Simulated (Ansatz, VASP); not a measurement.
# One calculation of Sb, two programs

```
Sb
1.0
     3.04427    0.00000    0.00000
     0.00000    3.04427    0.00000
     0.00000    0.00000    3.04427
Sb
1
Direct
  0.00000 0.00000 0.00000
```

Change from the starting cell: volume scaled by 0.9405, crystal datasets.

Alike in both runs: task electric field gradients; functional PBE; k mesh 13 × 13 × 13; occupations fermi-dirac, width 0.05 eV; no spin polarisation.

|  | VASP | Ansatz |
| --- | --- | --- |
| version | VASP 6.6.1 | Ansatz 0.2.0 |
| potentials or method | VASP PAW PBE potentials, release 64 (Sb), cutoff 520 eV | all-electron PAW with datasets made for the crystal, scalar-relativistic |

```tsv
	VASP	Ansatz	Ansatz less VASP
pressure (GPa)	4.0	4.0	-0.01
```

Ansatz ran all-electron here, and VASP with PAW potentials.

Spin-orbit coupling is off throughout.
